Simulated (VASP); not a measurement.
# Au (Fm-3m) in VASP: density of states with PBE

Aim: the density of states of Au with PBE.

Program: VASP 6.6.1. These are calculated values, not measurements. Logs are shortened: lines on timing, memory, paths and dates and some standing lists are left out, and cuts for length are marked.

### Step 1. The cell of the first run

Symmetry: Fm-3m, No. 225, cubic system. The conventional cell has a = 4.007 Å, b = 4.007 Å, c = 4.007 Å, α = 90.00°, β = 90.00°, γ = 90.00°. Within 3.7 Å of Au (site symmetry m-3m) lie 12 Au at 2.83 Å.

### Step 2. Density of states, PBE

POSCAR

```
Au
1.0
    0.0000000000      2.0037040000      2.0037040000
    2.0037040000      0.0000000000      2.0037040000
    2.0037040000      2.0037040000      0.0000000000
Au
1
Direct
    0.0000000000      0.0000000000      0.0000000000
```

INCAR.step1

```
ALGO = Normal
EDIFF = 1E-6
ENCUT = 400
GGA = PE
GGA_COMPAT = False
ISIF = 2
ISMEAR = 1
LASPH = True
LCHARG = True
LMAXMIX = 4
LORBIT = 11
LREAL = False
LWAVE = False
NBANDS = 12
NEDOS = 2001
NELM = 120
PREC = Accurate
SIGMA = 0.1733
```

KPOINTS.step1

```
k-points
0
Gamma
  11 11 11
```

INCAR.step2

```
ALGO = Normal
EDIFF = 1E-6
ENCUT = 400
GGA = PE
GGA_COMPAT = False
ICHARG = 11
ISIF = 2
ISMEAR = -5
LASPH = True
LCHARG = False
LMAXMIX = 4
LORBIT = 11
LREAL = False
LWAVE = False
NBANDS = 12
NEDOS = 1001
NELM = 120
PREC = Accurate
SIGMA = 0.1733
```

KPOINTS.step2

```
k-points
0
Gamma
  17 17 17
```

Potentials or basis: VASP PAW PBE potentials, release 64 (Au).

Started as:

```sh
$ cat potpaw_PBE.64/Au/POTCAR > POTCAR
$ cp INCAR.step1 INCAR
$ cp KPOINTS.step1 KPOINTS
$ mpirun -np 1 vasp_std > vasp.out
$ cp INCAR.step2 INCAR
$ cp KPOINTS.step2 KPOINTS
$ mpirun -np 1 vasp_std > vasp.out
```

OUTCAR:

```text
EDIFF = 1E-6
   ENCUT = 400
   GGA = PE
   ICHARG = 11
   ISIF = 2
   ISMEAR = -5
   LASPH = True
   LORBIT = 11
   LREAL = False
   NELM = 120
   PREC = Accurate

 ion  position               nearest neighbor table
   1  0.000  0.000  0.000-

  LATTYP: Found a face centered cubic cell.
 ALAT       =     4.0074080000

  Lattice vectors:

 A1 = (   0.0000000000,   2.0037040000,   2.0037040000)
 A2 = (   2.0037040000,   0.0000000000,   2.0037040000)
 A3 = (   2.0037040000,   2.0037040000,   0.0000000000)

Analysis of symmetry for initial positions (statically):
=====================================================================
 Subroutine PRICEL returns:
 Original cell was already a primitive cell.

 Routine SETGRP: Setting up the symmetry group for a
 face centered cubic supercell.

 Subroutine GETGRP returns: Found 48 space group operations
 (whereof 48 operations were pure point group operations)
 out of a pool of 48 trial point group operations.

The static configuration has the point symmetry O_h .

Analysis of symmetry for dynamics (positions and initial velocities):
=====================================================================
 Subroutine PRICEL returns:
 Original cell was already a primitive cell.

 Routine SETGRP: Setting up the symmetry group for a
 face centered cubic supercell.

 Subroutine GETGRP returns: Found 48 space group operations
 (whereof 48 operations were pure point group operations)
 out of a pool of 48 trial point group operations.

The dynamic configuration has the point symmetry O_h .

 Subroutine INISYM returns: Found 48 space group operations
 (whereof 48 operations are pure point group operations),
 and found     1 'primitive' translations

----------------------------------------------------------------------------------------

                                     Primitive cell

  volume of cell :      16.0891

  direct lattice vectors                    reciprocal lattice vectors
     0.000000000  2.003704000  2.003704000    -0.249537856  0.249537856  0.249537856
     2.003704000  0.000000000  2.003704000     0.249537856 -0.249537856  0.249537856
     2.003704000  2.003704000  0.000000000     0.249537856  0.249537856 -0.249537856

  length of vectors
     2.833665372  2.833665372  2.833665372     0.432212245  0.432212245  0.432212245

  position of ions in fractional coordinates (direct lattice)
     0.000000000  0.000000000  0.000000000

  ion indices of the primitive-cell ions
   primitive index   ion index
                 1           1

----------------------------------------------------------------------------------------

 KPOINTS: k-points

Automatic generation of k-mesh.
 Grid dimensions read from file:
 generate k-points for:   17   17   17

 Generating k-lattice:

  Cartesian coordinates                     Fractional coordinates (reciprocal lattice)
    -0.014678697  0.014678697  0.014678697     0.058823529  0.000000000  0.000000000
     0.014678697 -0.014678697  0.014678697     0.000000000  0.058823529  0.000000000
     0.014678697  0.014678697 -0.014678697     0.000000000  0.000000000  0.058823529

  Length of vectors
     0.025424250  0.025424250  0.025424250

  Shift w.r.t. Gamma in fractional coordinates (k-lattice)
     0.000000000  0.000000000  0.000000000

 TETIRR: Found    693 inequivalent tetrahedra from    29478

 Subroutine IBZKPT returns following result:
 ===========================================

 Found    165 irreducible k-points:

 Following reciprocal coordinates:
            Coordinates               Weight
  0.000000  0.000000  0.000000      1.000000
  0.058824  0.000000  0.000000      8.000000
  0.117647  0.000000  0.000000      8.000000
  0.176471  0.000000  0.000000      8.000000
  0.235294  0.000000  0.000000      8.000000
  0.294118  0.000000  0.000000      8.000000
[... 16 lines left out ...]
 -0.176471  0.058824  0.000000     24.000000
 -0.117647  0.058824  0.000000     24.000000
 [... further k-points ...]
   k-points           NKPTS =    165   k-points in BZ     NKDIM =    165   number of bands    NBANDS=     12
   number of dos      NEDOS =   1001   number of ions     NIONS =      1
   total plane-waves  NPLWV =   5832
   dimension x,y,z NGX =    18 NGY =   18 NGZ =   18
   dimension x,y,z NGXF=    36 NGYF=   36 NGZF=   36
   ions per type =               1
   NGX,Y,Z   is equivalent  to a cutoff of  10.56, 10.56, 10.56 a.u.
   NGXF,Y,Z  is equivalent  to a cutoff of  21.12, 21.12, 21.12 a.u.
 SYSTEM =  unknown system
   PREC   = accura    normal or accurate (medium, high low for compatibility)
   ISTART =      0    job   : 0-new  1-cont  2-samecut
   ICHARG =     11    charge: 1-file 2-atom 10-const
   ISPIN  =      1    spin polarized calculation?
   LNONCOLLINEAR =      F non collinear calculations
   LSORBIT =      F    spin-orbit coupling
   LASPH  =      T    aspherical Exc in radial PAW
   ENCUT  =  400.0 eV  29.40 Ry    5.42 a.u.   4.62  4.62  4.62*2*pi/ulx,y,z
   NELM   =    120;   NELMIN=  2; NELMDL=  0     # of ELM steps
   EDIFF  = 0.1E-05   stopping-criterion for ELM
   LREAL  =      F    real-space projection
   EDIFFG = 0.1E-04   stopping-criterion for IOM
   NSW    =      0    number of steps for IOM
   IBRION =     -1    ionic relax: 0-MD 1-quasi-New 2-CG
   NFREE  =      0    steps in history (QN), initial steepest desc. (CG)
   ISIF   =      2    stress and relaxation
   ISYM   =      2    0-nonsym 1-usesym 2-fastsym
   POTIM  = 0.5000    time-step for ionic-motion
   TEBEG  =    0.0;   TEEND  =   0.0 temperature during run
   PSTRESS=    0.0 pullay stress
   NELECT =      11.0000    total number of electrons
   NUPDOWN=      -1.0000    fix difference up-down
   EMIN   =  10.00;   EMAX   =-10.00  energy-range for DOS
   EFERMI =   0.00;   METHOD = LEGACY
   ISMEAR =    -5;   SIGMA  =   0.17  broadening in eV -4-tet -1-fermi 0-gaus
   EFERMI_NEDOS =   21; number of points for ismear=-14 and -15
   IALGO  =     38    algorithm
   IMIX   =      4    mixing-type and parameters
     AMIX     =   0.40;   BMIX     =  1.00
     AMIX_MAG =   1.60;   BMIX_MAG =  1.00
  volume/ion in A,a.u.               =      16.09       108.57
  Fermi-wavevector in a.u.,A,eV,Ry     =   1.442211  2.725384 28.299748  2.079973
  Thomas-Fermi vector in A             =   2.560757
   LORBIT       =     11    0 simple, 1 ext, 2 COOP (PROOUT), +10 PAW based schemes
   GGA     = PE    functional components
   LHFCALC =     F    Hartree Fock is set to
   AEXX    =    0.0000 exact exchange contribution
   IVDW    =     0    specifies the selected vdW correction
   LEPSILON=     F    determine dielectric tensor
   LRPA    =     F    only Hartree local field effects (RPA)
 non-spin polarized calculation
 Fermi weights with tetrahedron method with Bloechl corrections
  energy-cutoff  :      400.00
  volume of cell :       16.09
 maximum number of plane-waves:       303

 number of electron      10.9999993 magnetization

 Free energy of the ion-electron system (eV)
  ---------------------------------------------------
  ext. energy  EPLUGINS =         0.00000000
  ---------------------------------------------------
  free energy    TOTEN  =        -3.11188666 eV

  energy without entropy =       -3.11188666  energy(sigma->0) =       -3.11188666

 E-fermi :  10.5414     XC(G=0): -13.0639

 val. band max:       10.4905535798   @ k =   0.4706   0.1765   0.0000
 cond. band min:      10.5600594160   @ k =  -0.4118   0.1176   0.0000
 fundamental gap:      0.0695058362
 Fermi energy:        10.5414348470

 k-point     1 :       0.0000    0.0000    0.0000
  band No.  band energies     occupation
      1      -0.0153      2.00000
      2       5.4538      2.00000
      3       5.4538      2.00000
      4       5.4538      2.00000
      5       7.1286      2.00000
      6       7.1286      2.00000
      7      24.8929      0.00000
      8      29.2244      0.00000
      9      29.2244      0.00000
     10      29.2244      0.00000
     11      34.3198      0.00000
     12      39.6405      0.00000

 k-point     2 :       0.0588    0.0000    0.0000
  band No.  band energies     occupation
      1       0.1123      2.00000
      2       5.4087      2.00000
      3       5.4995      2.00000
      4       5.4995      2.00000
      5       7.1067      2.00000
      6       7.1067      2.00000
      7      25.0575      0.00000
      8      28.4398      0.00000
      9      29.3903      0.00000
     10      29.3903      0.00000
     11      35.0453      0.00000
     12      38.0808      0.00000

 k-point     3 :       0.1176    0.0000    0.0000
  band No.  band energies     occupation
      1       0.4829      2.00000
      2       5.2971      2.00000
      3       5.6164      2.00000
      4       5.6164      2.00000
      5       7.0644      2.00000
      6       7.0644      2.00000
      7      25.4520      0.00000
      8      26.8407      0.00000
      9      29.8625      0.00000
     10      29.8625      0.00000
     11      34.8407      0.00000
     12      37.3152      0.00000
[... 286 lines left out ...]
 k-point    23 :      -0.1765    0.0588    0.0000
  band No.  band energies     occupation
      1       1.3758      2.00000
      2       5.0931      2.00000
      3       5.8006      2.00000
      4       5.8235      2.00000
      5       6.8747      2.00000
      6       7.3543      2.00000
      7      24.0899      0.00000
      8      26.2244      0.00000
      9      29.5082      0.00000
     10      31.8167      0.00000
     11      31.9963      0.00000
     12      35.4429      0.00000

 k-point    24 :      -0.1176    0.0588    0.0000
  band No.  band energies     occupation
      1       0.7623      2.00000
      2       5.1879      2.00000
      3       5.6989      2.00000
      4       5.7274      2.00000
      5       6.8925      2.00000
      6       7.2038      2.00000
      7      25.6441      0.00000
      8      26.2587      0.00000
      9      29.1847      0.00000
     10      30.7566      0.00000
     11      33.6594      0.00000
     12      36.5718      0.00000

 [... further k-points ...]
[... 5 lines left out ...]
  --------------------------------------------------------------------------------------
  -------------------------------------------------------------------------------------
  Total        2.0737505      2.0737505      2.0737505      0.0000000     -0.0000000     -0.0000000
  in kB      206.5077682    206.5077682    206.5077682      0.0000000     -0.0000000     -0.0000000
  external PRESSURE =     206.5077682 kB  Pullay stress =       0.0000000 kB

 VOLUME and BASIS-vectors are now :
 -----------------------------------------------------------------------------
  energy-cutoff  :      400.00
  volume of cell :       16.09
      direct lattice vectors                 reciprocal lattice vectors
     0.000000000  2.003704000  2.003704000    -0.249537856  0.249537856  0.249537856
     2.003704000  0.000000000  2.003704000     0.249537856 -0.249537856  0.249537856
     2.003704000  2.003704000  0.000000000     0.249537856  0.249537856 -0.249537856

 POSITION                                       TOTAL-FORCE (eV/Angst)
 -----------------------------------------------------------------------------------
      0.00000      0.00000      0.00000        -0.000000      0.000000      0.000000
 -----------------------------------------------------------------------------------
    total drift:                                0.000000     -0.000000      0.000000

  FREE ENERGIE OF THE ION-ELECTRON SYSTEM (eV)
  ---------------------------------------------------
  free  energy   TOTEN  =        -3.1118866629 eV

  energy  without entropy=       -3.1118866629  energy(sigma->0) =       -3.11188666

 total charge

# of ion       s       p       d       tot
------------------------------------------
    1        0.558   0.406   8.776   9.741
```

It took 10 s on 1 thread of AMD EPYC 9R45 (Zen 5), shared host; peak memory 0.1 GiB.

What came out:

| Quantity | Value |
| --- | --- |
| Valence electrons inside the program's atomic spheres | Au 9.74 |

Caveat: spin-orbit coupling is left out, which moves the levels of the heavy elements; tetrahedron occupations give inexact forces and stress in metals.
